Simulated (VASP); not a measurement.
The system is PtWS4.

```xyz
6
Lattice="4.1993 0.0000 0.0000 0.0000 4.1993 0.0000 0.0000 0.0000 5.9387" Properties=species:S:1:pos:R:3 pbc="T T T"
Pt    2.0997    2.0997    2.9694
W     0.0000    0.0000    0.0000
S     2.0997    0.0000    1.4847
S     0.0000    2.0997    4.4541
S     2.0997    0.0000    4.4541
S     0.0000    2.0997    1.4847
```

| Property | Result |
| --- | --- |
| Program | VASP 6.6.1 |
| Task | relaxation of cell and atoms |
| Functional | PBE |
| Potentials or basis | VASP PAW PBE potentials, release 64 (Pt, W_sv, S) |
| Cutoff | 600 eV |
| k mesh | 4 × 4 × 4 |
| Occupations | gaussian, width 0.1 eV |
| Spin | no spin polarisation |

At the start: pressure -3.7 GPa; volume 17.45 Å³/atom.

Problem. How do energy, volume and symmetry change on relaxing?

Solution. Over 4 steps the energy falls by 24.3 meV/atom and the volume is 17.01 Å³/atom (-2.6 %); space group P4/mmm (No. 123, to 0.05 Å).

Step by step:
| step | energy change (eV) | largest force (eV/Å) | pressure (GPa) | volume (Å³) |
| --- | --- | --- | --- | --- |
| 1 | 0.0000 | 0.9064 | -3.68 | 104.73 |
| 2 | -0.0915 | 0.1978 | 4.75 | 98.77 |
| 3 | -0.1108 | 0.4230 | 2.04 | 100.45 |
| 4 | -0.1456 | 0.0132 | 0.10 | 102.05 |

Final structure:
```
Pt W S
1.0
     4.14964    0.00000    0.00000
     0.00000    4.14964    0.00000
     0.00000    0.00000    5.92649
Pt W S
1 1 4
Cartesian
  2.0748 2.0748 2.9632
  4.1496 0.0000 0.0000
  2.0748 0.0000 1.4212
  0.0000 2.0748 4.5053
  2.0748 4.1496 4.5053
  0.0000 2.0748 1.4212
```

Caveat: the k points lie up to 0.38 Å⁻¹ apart in the final cell.
